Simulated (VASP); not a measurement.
# KF (P4/mmm) in VASP: further runs, part 2 of 2

VASP 6.6.1. The steps go on from the part before.

**3. Single point, PBE**

This run uses another cell than the first one, of the same volume but with other edges.

Input file INCAR:

```
PREC     = Accurate       # precision mode
ENCUT    = 520            # plane-wave cutoff, eV
EDIFF    = 1E-6           # SCF threshold, eV
ISMEAR   = 0              # smearing method
SIGMA    = 0.05           # smearing width, eV
LREAL    = F              # projectors in reciprocal space
LASPH    = T              # aspherical terms in the spheres
NELM     = 60             # most SCF steps
ALGO     = Normal         # electronic algorithm
ISIF     = 2              # what is computed and relaxed
LWAVE    = F              # write WAVECAR
LCHARG   = F              # write CHGCAR
GGA      = PE             # functional
NBANDS   = 15             # bands
```

Input file KPOINTS:

```
regular mesh
0
Gamma
  8 8 8
```

Input file POSCAR:

```
KF
1.0
    3.4403718736      0.0000000000      0.0000000000
    0.0000000000      3.4403718736      0.0000000000
    0.0000000000      0.0000000000      2.9243160926
K F
1 1
Direct
    0.0000000000      0.0000000000      0.0000000000
    0.5000000000      0.5000000000      0.5000000000
```

Potentials or basis: VASP PAW PBE potentials, release 64 (K_sv, F).

The run is started by

```
> cat potpaw_PBE.64/K_sv/POTCAR potpaw_PBE.64/F/POTCAR > POTCAR
> mpirun -np 1 vasp_std > vasp.out
```

Run time: 41 s. Hardware: 1 thread of Intel Xeon Platinum 8259CL at 2.50GHz (Skylake/Cascade Lake), shared host; peak memory 0.16 GiB.

Results (log left out):

```
Free energy            : -7.9261 eV
Pressure               : 0.3 GPa
Band gap on the k mesh : 5.67 eV, indirect (least direct gap 5.70 eV)
```

Stress tensor (GPa, compression positive):
```
-4.64  0.00  0.00
 0.00 -4.64  0.00
 0.00  0.00 10.15
```

Levels at points of the mesh, in eV from the valence-band top:
```csv
k point,band 6,band 7,band 8,band 9,band 10,band 11
"(0.00, 0.00, 0.00)",-0.67,-0.67,-0.03,5.67,7.43,7.84
"(0.50, 0.00, 0.00)",-1.67,-0.86,-0.08,8.11,8.67,9.99
"(0.50, 0.50, 0.00)",-1.07,-1.07,0.00,7.95,8.60,12.54
"(0.00, 0.00, 0.50)",-1.71,-0.70,-0.70,9.20,9.61,10.64
"(0.50, 0.00, 0.50)",-1.22,-0.96,-0.55,7.37,8.74,10.04
"(0.50, 0.50, 0.50)",-1.55,-1.38,-1.38,9.10,9.10,10.87
```

**4. Single point, PBE**

This run uses another cell than the first one, of the same volume but with other edges.

Input file INCAR:

```
SYSTEM = KF
PREC = Accurate
ENCUT = 520
EDIFF = 1E-6
ISMEAR = 0
SIGMA = 0.05
LREAL = .FALSE.
LASPH = .TRUE.
NELM = 80
ALGO = Normal
ISIF = 2
LWAVE = .FALSE.
LCHARG = .FALSE.
GGA = PE
NBANDS = 15
```

Input file KPOINTS:

```
Automatic mesh
0
G
  8 8 8
  0 0 0
```

Input file POSCAR:

```
KF
1.0
    3.0667940715      0.0000000000      0.0000000000
    0.0000000000      3.0667940715      0.0000000000
    0.0000000000      0.0000000000      3.6801528858
K F
1 1
Direct
    0.0000000000      0.0000000000      0.0000000000
    0.5000000000      0.5000000000      0.5000000000
```

The run is started by

```
> cat potpaw_PBE.64/K_sv/POTCAR potpaw_PBE.64/F/POTCAR > POTCAR
> mpirun -np 1 vasp_std > vasp.out
```

It took 33 s on 1 thread of Intel Xeon Platinum 8259CL at 2.50GHz (Skylake/Cascade Lake), shared host; peak memory 0.16 GiB.

The run converged. Its results:

| Quantity | Value |
| --- | --- |
| Free energy | -7.8844 eV |
| Pressure | 0.1 GPa |
| Band gap on the k mesh | 5.68 eV, indirect (least direct gap 5.75 eV) |

Stress tensor (GPa, compression positive):
```
  5.53   0.00   0.00
  0.00   5.53   0.00
  0.00   0.00 -10.83
```

Levels at points of the mesh, in eV from the valence-band top:
```
           k point  band 4  band 5  band 6  band 7  band 8  band 9  band 10  band 11  band 12  band 13
(0.00, 0.00, 0.00)  -10.51  -10.51   -0.65   -0.08   -0.08    5.68     7.78     7.81    13.10    13.10
(0.50, 0.00, 0.00)  -10.65  -10.37   -1.51   -0.84   -0.07    8.60     9.85    10.59    10.87    11.75
(0.50, 0.50, 0.00)  -11.63  -10.50   -0.91   -0.91   -0.54    6.86     9.31    10.22    10.22    14.92
(0.00, 0.00, 0.50)  -10.48  -10.48   -1.50   -0.18   -0.18    7.82     8.21    10.07    12.82    12.82
(0.50, 0.00, 0.50)  -11.01  -10.35   -1.01   -0.81    0.00    8.21     8.30    11.36    12.57    12.96
(0.50, 0.50, 0.50)  -11.55  -10.76   -1.28   -1.28   -1.22    8.45    10.34    10.34    14.13    14.30
```

 A k mesh can miss the band edges.

**5. Single point, PBE**

This run uses another cell than the first one, of the same volume but with other edges.

Input file INCAR:

```
PREC = Accurate
ENCUT = 520
EDIFF = 1E-6
ISMEAR = 0
SIGMA = 0.05
LREAL = False
LASPH = True
NELM = 100
ALGO = Normal
ISIF = 2
LWAVE = False
LCHARG = False
GGA = PE
NBANDS = 15
```

Input file KPOINTS:

```
Automatic mesh
0
Gamma
  8 8 8
```

Input file POSCAR:

```
KF
1.0
    3.5403551428      0.0000000000      0.0000000000
    0.0000000000      3.5403551428      0.0000000000
    0.0000000000      0.0000000000      2.7614770114
K F
1 1
Direct
    0.0000000000      0.0000000000      0.0000000000
    0.5000000000      0.5000000000      0.5000000000
```

Potentials or basis: VASP PAW PBE potentials, release 64 (K_sv, F).

The run is started by

```
> cat potpaw_PBE.64/K_sv/POTCAR potpaw_PBE.64/F/POTCAR > POTCAR
> mpirun -np 1 vasp_std > vasp.out
```

OUTCAR:

```text
PREC = Accurate
   ENCUT = 520
   EDIFF = 1E-6
   ISMEAR = 0
   LREAL = False
   LASPH = True
   NELM = 100
   ISIF = 2
   GGA = PE

 ion  position               nearest neighbor table
   1  0.000  0.000  0.000-
   2  0.500  0.500  0.500-

  LATTYP: Found a simple tetragonal cell.
 ALAT       =     3.5403551428
 C/A-ratio  =     0.7800000000

  Lattice vectors:

 A1 = (   3.5403551428,   0.0000000000,   0.0000000000)
 A2 = (   0.0000000000,   3.5403551428,   0.0000000000)
 A3 = (   0.0000000000,   0.0000000000,   2.7614770114)

Analysis of symmetry for initial positions (statically):
=====================================================================
 Subroutine PRICEL returns:
 Original cell was already a primitive cell.

 Routine SETGRP: Setting up the symmetry group for a
 simple tetragonal supercell.

 Subroutine GETGRP returns: Found 16 space group operations
 (whereof 16 operations were pure point group operations)
 out of a pool of 16 trial point group operations.

The static configuration has the point symmetry D_4h.

Analysis of symmetry for dynamics (positions and initial velocities):
[... 166 lines left out ...]

 k-point     1 :       0.0000    0.0000    0.0000
  band No.  band energies     occupation
      1     -29.5252      2.00000
      2     -20.7172      2.00000
      3     -12.6357      2.00000
      4     -12.6357      2.00000
      5     -11.7016      2.00000
      6      -2.1227      2.00000
      7      -2.1227      2.00000
      8      -1.0704      2.00000
      9       4.1481      0.00000
     10       5.6706      0.00000
     11       6.2748      0.00000
     12      10.3664      0.00000
     13      12.6028      0.00000
     14      12.6028      0.00000
[... 401 lines left out ...]
      2     -20.7146      2.00000
      3     -12.8989      2.00000
      4     -12.5899      2.00000
      5     -12.0839      2.00000
      6      -2.8609      2.00000
      7      -2.3253      2.00000
      8      -1.3659      2.00000
      9       7.2102      0.00000
     10       7.3749      0.00000
     11       7.9411      0.00000
     12       9.8547      0.00000
     13      11.2892      0.00000
     14      11.8568      0.00000
     15      12.7130      0.00000

 [... further k-points ...]
[... 5 lines left out ...]
  --------------------------------------------------------------------------------------
  -------------------------------------------------------------------------------------
  Total       -1.5513122     -1.5513122      3.7853836      0.0000000      0.0000000      0.0000000
  in kB      -71.8083073    -71.8083073    175.2206893      0.0000000      0.0000000      0.0000000
  external PRESSURE =      10.5346916 kB  Pullay stress =       0.0000000 kB

 VOLUME and BASIS-vectors are now :
 -----------------------------------------------------------------------------
  energy-cutoff  :      520.00
  volume of cell :       34.61
      direct lattice vectors                 reciprocal lattice vectors
     3.540355143  0.000000000  0.000000000     0.282457539  0.000000000  0.000000000
     0.000000000  3.540355143  0.000000000     0.000000000  0.282457539  0.000000000
     0.000000000  0.000000000  2.761477011     0.000000000  0.000000000  0.362125050

 POSITION                                       TOTAL-FORCE (eV/Angst)
 -----------------------------------------------------------------------------------
      0.00000      0.00000      0.00000         0.000000      0.000000      0.000000
      1.77018      1.77018      1.38074         0.000000      0.000000      0.000000
 -----------------------------------------------------------------------------------
    total drift:                                0.000000      0.000000      0.000000

  FREE ENERGIE OF THE ION-ELECTRON SYSTEM (eV)
  ---------------------------------------------------
  free  energy   TOTEN  =        -7.6840914907 eV

  energy  without entropy=       -7.6840914907  energy(sigma->0) =       -7.68409149
```

It took 39 s on 1 thread of Intel Xeon Platinum 8259CL at 2.50GHz (Skylake/Cascade Lake), shared host; peak memory 0.17 GiB.

What came out:

```yaml
Free_energy: -7.6841 eV
Pressure: 1.1 GPa
Band_gap_on_the_k_mesh: 5.19 eV, indirect (least direct gap 5.22 eV)
```

Levels at points of the mesh, in eV from the valence-band top:
```csv
k point,band 4,band 5,band 6,band 7,band 8,band 9,band 10,band 11,band 12,band 13
"(0.00, 0.00, 0.00)",-11.59,-10.66,-1.08,-1.08,-0.03,5.19,6.72,7.32,11.41,13.65
"(0.50, 0.00, 0.00)",-11.52,-10.63,-2.01,-1.31,-0.05,7.42,8.02,9.31,11.09,13.00
"(0.50, 0.50, 0.00)",-12.04,-10.60,-1.43,-1.43,0.00,7.34,8.30,11.85,11.85,12.76
"(0.00, 0.00, 0.50)",-11.20,-11.20,-2.08,-1.01,-1.01,8.98,9.42,9.42,9.51,10.76
"(0.50, 0.00, 0.50)",-11.62,-11.16,-1.67,-1.21,-0.87,6.57,8.49,8.86,10.86,13.81
"(0.50, 0.50, 0.50)",-11.53,-11.53,-1.94,-1.61,-1.61,8.12,8.12,10.76,13.45,13.80
```

 A k mesh can miss the band edges.

**6. Summary**

| cell | gap on the mesh (eV) | pressure (GPa) |
| --- | --- | --- |
| a = 3.658, b = 3.658, c = 2.586 Å, 2 atoms | 4.48 | 3.1 |
| a = 3.440, b = 3.440, c = 2.924 Å, 2 atoms | 5.67 | 0.3 |
| a = 3.067, b = 3.067, c = 3.680 Å, 2 atoms | 5.68 | 0.1 |
| a = 3.540, b = 3.540, c = 2.761 Å, 2 atoms | 5.19 | 1.1 |

Alike in all rows: task single point; level PBE; potentials or basis VASP PAW PBE potentials, release 64 (K_sv, F); no spin polarisation; k mesh 8 × 8 × 8; cutoff (eV) 520; smearing gaussian 0.05 eV.

Total energies depend on the potentials used, so only differences within one code and one set of settings carry meaning.
